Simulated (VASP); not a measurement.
Here is a VASP 6.6.1 calculation.

The input INCAR:

```
PREC     = Accurate       # precision mode
ENCUT    = 520            # plane-wave cutoff, eV
EDIFF    = 1E-7           # SCF threshold, eV
ISMEAR   = 0              # smearing method
SIGMA    = 0.02           # smearing width, eV
LREAL    = F              # projectors in reciprocal space
LASPH    = T              # aspherical terms in the spheres
NELM     = 100            # most SCF steps
ALGO     = Normal         # electronic algorithm
ISIF     = 2              # what is computed and relaxed
LWAVE    = F              # write WAVECAR
LCHARG   = T              # write CHGCAR
GGA      = PS             # functional
LELF     = T              # ELF
LVHAR    = T            
NBANDS   = 14             # bands
```

The input KPOINTS:

```
regular mesh
0
Gamma
  8 8 8
```

File POSCAR:

```
NaCl
1.0
    0.0000000000      2.8009522132      2.8009522132
    2.8009522132      0.0000000000      2.8009522132
    2.8009522132      2.8009522132      0.0000000000
Na Cl
1 1
Direct
    0.0000000000      0.0000000000      0.0000000000
    0.5000000000      0.5000000000      0.5000000000
```

Potentials or basis: VASP PAW PBE potentials, release 64 (Na_pv, Cl).

Command:

```console
$ cat potpaw_PBE.64/Na_pv/POTCAR potpaw_PBE.64/Cl/POTCAR > POTCAR
$ mpirun -np 1 vasp_std > vasp.out
```

**Question.** Predict the pressure.

**Answer.** 0.0 GPa.

**Question.** What does it give for the band gap on the k mesh?

**Answer.** 5.01 eV, direct.

Caveat: the PAW data sets were made with another functional, which shifts forces and pressure a little. As with any semilocal functional, this PBEsol gap is likely too small.
